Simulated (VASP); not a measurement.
# RbZn11F24 (a cell with a defect) in VASP: single point with PBE

Aim: the single point of RbZn11F24 (a cell with a defect) with PBE.

Everything below comes from runs of VASP 6.6.1. Logs are shortened: lines on timing, memory, paths and dates and some standing lists are left out, and cuts for length are marked.

## Step 1: The cell of the first run

The cell holds a defect, 36 atoms: a = 6.651 Å, b = 6.651 Å, c = 9.399 Å, α = 90.00°, β = 90.00°, γ = 90.00°.

## Step 2: Single point, PBE

INCAR

```
SYSTEM = RbZn11F24
  PREC = Accurate
  ENCUT = 520
  EDIFF = 1E-6
  ISMEAR = -1
  SIGMA = 0.01
  LREAL = Auto
  LASPH = .TRUE.
  NELM = 100
  ALGO = Normal
  ISIF = 2
  LWAVE = .FALSE.
  LCHARG = .FALSE.
  GGA = PE
  NBANDS = 178
  NELECT = 310.0
```

KPOINTS

```
Automatic mesh
0
G
  3 3 2
  0 0 0
```

POSCAR

```
RbZn11F24
1.0
    4.7029441700      4.7029441700      0.0000000000
   -4.7029441700      4.7029441700      0.0000000000
    0.0000000000      0.0000000000      9.3986706300
Rb Zn F
1 11 24
Direct
    0.5000000000      0.0000000000      0.1666666667
    0.5000000000      0.0000000000      0.5000000000
    0.5000000000      0.0000000000      0.8333333333
    0.0000000000      0.5000000000      0.1666666667
    0.0000000000      0.5000000000      0.5000000000
    0.0000000000      0.5000000000      0.8333333333
    0.0000000000      0.0000000000      0.0000000000
    0.0000000000      0.0000000000      0.3333333333
    0.0000000000      0.0000000000      0.6666666667
    0.5000000000      0.5000000000      0.0000000000
    0.5000000000      0.5000000000      0.3333333333
    0.5000000000      0.5000000000      0.6666666667
    0.6968616200      0.0000000000      0.0000000000
    0.6968616200      0.0000000000      0.3333333333
    0.6968616200      0.0000000000      0.6666666667
    0.1968616200      0.5000000000      0.0000000000
    0.1968616200      0.5000000000      0.3333333333
    0.1968616200      0.5000000000      0.6666666667
    0.5000000000      0.6968616200      0.1666666667
    0.5000000000      0.6968616200      0.5000000000
    0.5000000000      0.6968616200      0.8333333333
    0.0000000000      0.1968616200      0.1666666667
    0.0000000000      0.1968616200      0.5000000000
    0.0000000000      0.1968616200      0.8333333333
    0.3031383800      0.0000000000      0.0000000000
    0.3031383800      0.0000000000      0.3333333333
    0.3031383800      0.0000000000      0.6666666667
    0.8031383800      0.5000000000      0.0000000000
    0.8031383800      0.5000000000      0.3333333333
    0.8031383800      0.5000000000      0.6666666667
    0.5000000000      0.3031383800      0.1666666667
    0.5000000000      0.3031383800      0.5000000000
    0.5000000000      0.3031383800      0.8333333333
    0.0000000000      0.8031383800      0.1666666667
    0.0000000000      0.8031383800      0.5000000000
    0.0000000000      0.8031383800      0.8333333333
```

Potentials or basis: VASP PAW PBE potentials, release 64 (Rb_sv, Zn, F).

Started as:

```console
cat potpaw_PBE.64/Rb_sv/POTCAR potpaw_PBE.64/Zn/POTCAR potpaw_PBE.64/F/POTCAR > POTCAR
mpirun -np 1 vasp_std > vasp.out
```

OUTCAR:

```text
SYSTEM = RbZn11F24
   PREC = Accurate
   ENCUT = 520
   EDIFF = 1E-6
   ISMEAR = -1
   LREAL = Auto
   LASPH = .TRUE.
   NELM = 100
   ISIF = 2
   GGA = PE
   NELECT = 310.0

 ion  position               nearest neighbor table
   1  0.500  0.000  0.167-  19 2.02  31 2.02  26 2.04  14 2.04  13 2.04  25 2.04   2 3.13   3 3.13
                            22 3.57  34 3.57  22 3.57  34 3.57  11 3.68   8 3.68   8 3.68  11 3.68
   2  0.500  0.000  0.500-  20 2.02  32 2.02  14 2.04  26 2.04  27 2.04  15 2.04   1 3.13
   3  0.500  0.000  0.833-  21 2.02  33 2.02  27 2.04  15 2.04  13 2.04  25 2.04   1 3.13
   4  0.000  0.500  0.167-  22 2.02  34 2.02  29 2.04  17 2.04  16 2.04  28 2.04
   5  0.000  0.500  0.500-  23 2.02  35 2.02  17 2.04  29 2.04  30 2.04  18 2.04
   6  0.000  0.500  0.833-  24 2.02  36 2.02  30 2.04  18 2.04  16 2.04  28 2.04
   7  0.000  0.000  0.000-  13 2.02  25 2.02  24 2.04  22 2.04  34 2.04  36 2.04   1 3.68   1 3.68

   8  0.000  0.000  0.333-  14 2.02  26 2.02  22 2.04  34 2.04  23 2.04  35 2.04   1 3.68   1 3.68
[... 6 lines left out ...]
  12  0.500  0.500  0.667-  18 2.02  30 2.02  21 2.04  33 2.04  32 2.04  20 2.04
  13  0.697  0.000  0.000-   7 2.02   3 2.04   1 2.04
  14  0.697  0.000  0.333-   8 2.02   1 2.04   2 2.04
  15  0.697  0.000  0.667-   9 2.02   3 2.04   2 2.04
  16  0.197  0.500  0.000-  10 2.02   6 2.04   4 2.04
  17  0.197  0.500  0.333-  11 2.02   4 2.04   5 2.04
  18  0.197  0.500  0.667-  12 2.02   6 2.04   5 2.04
  19  0.500  0.697  0.167-   1 2.02  11 2.04  10 2.04
  20  0.500  0.697  0.500-   2 2.02  11 2.04  12 2.04   1 3.73
  21  0.500  0.697  0.833-   3 2.02  12 2.04  10 2.04   1 3.73
  22  0.000  0.197  0.167-   4 2.02   8 2.04   7 2.04   1 3.57   1 3.57
  23  0.000  0.197  0.500-   5 2.02   8 2.04   9 2.04
  24  0.000  0.197  0.833-   6 2.02   9 2.04   7 2.04
  25  0.303  0.000  0.000-   7 2.02   3 2.04   1 2.04
  26  0.303  0.000  0.333-   8 2.02   1 2.04   2 2.04
  27  0.303  0.000  0.667-   9 2.02   3 2.04   2 2.04
  28  0.803  0.500  0.000-  10 2.02   6 2.04   4 2.04
  29  0.803  0.500  0.333-  11 2.02   4 2.04   5 2.04
  30  0.803  0.500  0.667-  12 2.02   6 2.04   5 2.04
  31  0.500  0.303  0.167-   1 2.02  11 2.04  10 2.04
  32  0.500  0.303  0.500-   2 2.02  11 2.04  12 2.04   1 3.73
  33  0.500  0.303  0.833-   3 2.02  12 2.04  10 2.04   1 3.73
  34  0.000  0.803  0.167-   4 2.02   8 2.04   7 2.04   1 3.57   1 3.57
  35  0.000  0.803  0.500-   5 2.02   8 2.04   9 2.04
  36  0.000  0.803  0.833-   6 2.02   9 2.04   7 2.04

  LATTYP: Found a simple tetragonal cell.
 ALAT       =     6.6509674283
 C/A-ratio  =     1.4131283503

  Lattice vectors:

 A1 = (   4.7029441700,   4.7029441700,   0.0000000000)
 A2 = (  -4.7029441700,   4.7029441700,   0.0000000000)
 A3 = (   0.0000000000,   0.0000000000,   9.3986706300)

Analysis of symmetry for initial positions (statically):
=====================================================================
 Subroutine PRICEL returns:
 Original cell was already a primitive cell.

 Routine SETGRP: Setting up the symmetry group for a
 simple tetragonal supercell.

 Subroutine GETGRP returns: Found  8 space group operations
 (whereof  4 operations were pure point group operations)
 out of a pool of 16 trial point group operations.

The static configuration has the point symmetry C_2v.
 The point group associated with its full space group is D_2h.

Analysis of symmetry for dynamics (positions and initial velocities):
=====================================================================
 Subroutine PRICEL returns:
 Original cell was already a primitive cell.

 Routine SETGRP: Setting up the symmetry group for a
 simple tetragonal supercell.

 Subroutine GETGRP returns: Found  8 space group operations
 (whereof  4 operations were pure point group operations)
 out of a pool of 16 trial point group operations.

The dynamic configuration has the point symmetry C_2v.
 The point group associated with its full space group is D_2h.

 Subroutine INISYM returns: Found  8 space group operations
 (whereof  4 operations are pure point group operations),
 and found     1 'primitive' translations

----------------------------------------------------------------------------------------

                                     Primitive cell

  volume of cell :     415.7537

  direct lattice vectors                    reciprocal lattice vectors
     4.702944170  4.702944170  0.000000000     0.106316380  0.106316380  0.000000000
    -4.702944170  4.702944170  0.000000000    -0.106316380  0.106316380  0.000000000
[... 87 lines left out ...]
 Grid dimensions read from file:
 generate k-points for:    3    3    2

 Generating k-lattice:

  Cartesian coordinates                     Fractional coordinates (reciprocal lattice)
     0.035438793  0.035438793  0.000000000     0.333333333  0.000000000  0.000000000
    -0.035438793  0.035438793  0.000000000     0.000000000  0.333333333  0.000000000
     0.000000000  0.000000000  0.053199013     0.000000000  0.000000000  0.500000000

  Length of vectors
     0.050118022  0.050118022  0.053199013

  Shift w.r.t. Gamma in fractional coordinates (k-lattice)
     0.000000000  0.000000000  0.000000000

 Subroutine IBZKPT returns following result:
 ===========================================

 Found      8 irreducible k-points:

 Following reciprocal coordinates:
            Coordinates               Weight
  0.000000  0.000000  0.000000      1.000000
  0.333333  0.000000  0.000000      2.000000
  0.000000  0.333333  0.000000      2.000000
  0.333333  0.333333  0.000000      4.000000
  0.000000  0.000000  0.500000      1.000000
  0.333333  0.000000  0.500000      2.000000
  0.000000  0.333333  0.500000      2.000000
  0.333333  0.333333  0.500000      4.000000
   k-points           NKPTS =      8   k-points in BZ     NKDIM =      8   number of bands    NBANDS=    178
   number of dos      NEDOS =    301   number of ions     NIONS =     36
   total plane-waves  NPLWV = 175000
   dimension x,y,z NGX =    50 NGY =   50 NGZ =   70
   dimension x,y,z NGXF=   100 NGYF=  100 NGZF=  140
   ions per type =               1  11  24
   NGX,Y,Z   is equivalent  to a cutoff of  12.50, 12.50, 12.38 a.u.
   NGXF,Y,Z  is equivalent  to a cutoff of  25.00, 25.00, 24.76 a.u.
 SYSTEM =  RbZn11F24
   PREC   = accura    normal or accurate (medium, high low for compatibility)
   ISTART =      0    job   : 0-new  1-cont  2-samecut
   ICHARG =      2    charge: 1-file 2-atom 10-const
   ISPIN  =      1    spin polarized calculation?
   LNONCOLLINEAR =      F non collinear calculations
   LSORBIT =      F    spin-orbit coupling
   LASPH  =      T    aspherical Exc in radial PAW
   ENCUT  =  520.0 eV  38.22 Ry    6.18 a.u.  12.37 12.37 17.48*2*pi/ulx,y,z
   NELM   =    100;   NELMIN=  2; NELMDL= -5     # of ELM steps
   EDIFF  = 0.1E-05   stopping-criterion for ELM
   LREAL  =      T    real-space projection
   EDIFFG = 0.1E-04   stopping-criterion for IOM
   NSW    =      0    number of steps for IOM
   IBRION =     -1    ionic relax: 0-MD 1-quasi-New 2-CG
   NFREE  =      0    steps in history (QN), initial steepest desc. (CG)
   ISIF   =      2    stress and relaxation
   ISYM   =      2    0-nonsym 1-usesym 2-fastsym
   POTIM  = 0.5000    time-step for ionic-motion
   TEBEG  =    0.0;   TEEND  =   0.0 temperature during run
   PSTRESS=    0.0 pullay stress
   NELECT =     310.0000    total number of electrons
   NUPDOWN=      -1.0000    fix difference up-down
   EMIN   =  10.00;   EMAX   =-10.00  energy-range for DOS
   EFERMI =   0.00;   METHOD = LEGACY
   ISMEAR =    -1;   SIGMA  =   0.01  broadening in eV -4-tet -1-fermi 0-gaus
   EFERMI_NEDOS =   21; number of points for ismear=-14 and -15
   IALGO  =     38    algorithm
   IMIX   =      4    mixing-type and parameters
     AMIX     =   0.40;   BMIX     =  1.00
     AMIX_MAG =   1.60;   BMIX_MAG =  1.00
  volume/ion in A,a.u.               =      11.55        77.93
  Fermi-wavevector in a.u.,A,eV,Ry     =   1.484511  2.805319 29.984144  2.203772
  Thomas-Fermi vector in A             =   2.598038
   LORBIT       =      0    0 simple, 1 ext, 2 COOP (PROOUT), +10 PAW based schemes
   GGA     = PE    functional components
   LHFCALC =     F    Hartree Fock is set to
   AEXX    =    0.0000 exact exchange contribution
   IVDW    =     0    specifies the selected vdW correction
   LEPSILON=     F    determine dielectric tensor
   LRPA    =     F    only Hartree local field effects (RPA)
 non-spin polarized calculation
  energy-cutoff  :      520.00
  volume of cell :      415.75
 maximum number of plane-waves:     11202
 NGX is ok and might be reduce to    50
   NGX = 25   NGY = 25   NGZ = 35

 number of electron     310.0000125 magnetization

 Free energy of the ion-electron system (eV)
  ---------------------------------------------------
  ext. energy  EPLUGINS =         0.00000000
  ---------------------------------------------------
  free energy    TOTEN  =      -128.84911175 eV

  energy without entropy =     -128.84911175  energy(sigma->0) =     -128.84911175

 E-fermi :   1.9458     XC(G=0): -10.3509

 val. band max:        1.6830042055   @ k =   0.3333   0.0000   0.5000
 cond. band min:       2.6130397265   @ k =   0.0000   0.0000   0.0000
 fundamental gap:      0.9300355211
 Fermi energy:         1.9457988468

 k-point     1 :       0.0000    0.0000    0.0000
  band No.  band energies     occupation
      1     -23.2955      2.00000
      2     -23.1068      2.00000
      3     -22.8632      2.00000
      4     -22.8163      2.00000
      5     -22.7637      2.00000
      6     -22.7092      2.00000
[... 1349 lines left out ...]
    166       7.6236      0.00000
    167       9.2531      0.00000
 [bands above 167 left out]

------------------------ aborting loop because EDIFF is reached ----------------------------------------

  FORCE on cell =-STRESS in cart. coord.  units (eV):
  Direction    XX          YY          ZZ          XY          YZ          ZX
  --------------------------------------------------------------------------------------
  -------------------------------------------------------------------------------------
  Total       50.0857537     50.0857537     58.1234434     -5.5077752      0.0000000      0.0000000
  in kB      193.0139610    193.0139610    223.9885638    -21.2251473      0.0000000      0.0000000
  external PRESSURE =     203.3388286 kB  Pullay stress =       0.0000000 kB

 VOLUME and BASIS-vectors are now :
 -----------------------------------------------------------------------------
  energy-cutoff  :      520.00
  volume of cell :      415.75
      direct lattice vectors                 reciprocal lattice vectors
     4.702944170  4.702944170  0.000000000     0.106316380  0.106316380  0.000000000
    -4.702944170  4.702944170  0.000000000    -0.106316380  0.106316380  0.000000000
     0.000000000  0.000000000  9.398670630     0.000000000  0.000000000  0.106398026

 POSITION                                       TOTAL-FORCE (eV/Angst)
 -----------------------------------------------------------------------------------
      2.35147      2.35147      1.56645        -0.000000     -0.000000     -0.000000
      2.35147      2.35147      4.69934        -0.000000     -0.000000     -0.863167
      2.35147      2.35147      7.83223        -0.000000     -0.000000      0.863167
     -2.35147      2.35147      1.56645        -0.000000     -0.000000     -0.000000
     -2.35147      2.35147      4.69934        -0.000000     -0.000000     -0.285542
     -2.35147      2.35147      7.83223        -0.000000     -0.000000      0.285542
[... 28 lines left out ...]
     -3.77711      3.77711      4.69934         0.212497     -0.212497      0.328779
     -3.77711      3.77711      7.83223         0.212497     -0.212497     -0.328779
 -----------------------------------------------------------------------------------
    total drift:                               -0.000000      0.000000     -0.000284

  FREE ENERGIE OF THE ION-ELECTRON SYSTEM (eV)
  ---------------------------------------------------
  free  energy   TOTEN  =      -128.8491117523 eV

  energy  without entropy=     -128.8491117523  energy(sigma->0) =     -128.84911175
```

Run time: 35 min. Hardware: 1 thread of Intel Xeon Platinum 8375C at 2.90GHz (Ice Lake), shared host; peak memory 0.65 GiB.

Results:

```
Free energy   : -128.8491 eV
Largest force : 7.280 eV/Å
```

Forces on the atoms (eV/Å):
```
Rb   0.000  0.000  0.000
Zn   0.000  0.000 -0.863
Zn   0.000  0.000  0.863
Zn   0.000  0.000  0.000
Zn   0.000  0.000 -0.286
Zn   0.000  0.000  0.286
Zn   0.000  0.000  0.118
Zn   0.000  0.000 -0.118
Zn   0.000  0.000  0.000
Zn   0.000  0.000  1.111
Zn   0.000  0.000 -1.111
Zn   0.000  0.000  0.000
F    3.240  3.240 -5.535
F    3.240  3.240  5.535
F    0.056  0.056  0.000
F   -0.162 -0.162 -0.208
F   -0.162 -0.162  0.208
F    0.023  0.023  0.000
F    5.148 -5.148  0.000
F    0.089 -0.089  0.254
F    0.089 -0.089 -0.254
F   -0.219  0.219  0.000
F   -0.212  0.212  0.329
F   -0.212  0.212 -0.329
F   -3.240 -3.240 -5.535
F   -3.240 -3.240  5.535
F   -0.056 -0.056  0.000
F    0.162  0.162 -0.208
F    0.162  0.162  0.208
F   -0.023 -0.023  0.000
F   -5.148  5.148  0.000
F   -0.089  0.089  0.254
F   -0.089  0.089 -0.254
F    0.219 -0.219  0.000
F    0.212 -0.212  0.329
F    0.212 -0.212 -0.329
```

Levels at points of the mesh, in eV from the Fermi level:
| k point | band 152 | band 153 | band 154 | band 155 | band 156 | band 157 | band 158 | band 159 |
| --- | --- | --- | --- | --- | --- | --- | --- | --- |
| (0.00, 0.00, 0.00) | -3.13 | -1.39 | -0.81 | -0.27 | 0.67 | 3.36 | 3.39 | 3.89 |
| (0.00, 0.00, 0.50) | -3.24 | -1.31 | -0.88 | -0.27 | 1.30 | 1.88 | 4.08 | 4.12 |

Caveat: the cell carries a net charge on a neutralising background, which shifts energy and pressure; the cell is charged against a uniform background, so pressure and absolute levels hang on convention.
